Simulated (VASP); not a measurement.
Here is a VASP 6.6.1 calculation.

INCAR

```
SYSTEM = TiC
ALGO = Normal ; EDIFF = 1E-6
EDIFFG = -0.005 ; ENCUT = 600
GGA = PE ; IBRION = 2
ISIF = 3 ; ISMEAR = -1
LASPH = .TRUE. ; LCHARG = .FALSE.
LREAL = .FALSE. ; LWAVE = .FALSE.
NELM = 100 ; NSW = 60
PREC = Accurate ; SIGMA = 0.05
```

The input KPOINTS:

```
k-points
0
G
  16 16 16
  0 0 0
```

The input POSCAR:

```
TiC
1.0
    0.0000000000      2.1544346900      2.1544346900
    2.1544346900      0.0000000000      2.1544346900
    2.1544346900      2.1544346900      0.0000000000
Ti C
1 1
Direct
    0.0000000000      0.0000000000      0.0000000000
    0.5000000000      0.5000000000      0.5000000000
```

Potentials or basis: VASP PAW PBE potentials, release 64 (Ti_sv, C).

The run is started by

```bash
$ cat potpaw_PBE.64/Ti_sv/POTCAR potpaw_PBE.64/C/POTCAR > POTCAR
$ mpirun -np 1 vasp_std > vasp.out
```

Problem. Predict the relaxed cell.

Solution. a = 3.064 Å, b = 3.064 Å, c = 3.064 Å, α = 60.00°, β = 60.00°, γ = 60.00°.

Problem. What does it give for the relaxed volume?

Solution. 10.17 Å³/atom.

Problem. Estimate the band gap on the k mesh.

Solution. Zero (bands 8 and 9 overlap by 1.10 eV).

Problem. Predict the space group after relaxing (to 0.1 Å).

Solution. Fm-3m (No. 225).

The path:
```tsv
step	energy change (eV)	largest force (eV/Å)	pressure (GPa)	volume (Å³)
1	0.0000	0.0000	4.42	20.00
2	0.0031	0.0000	-5.31	20.81
3	-0.0047	0.0000	-0.02	20.35
```
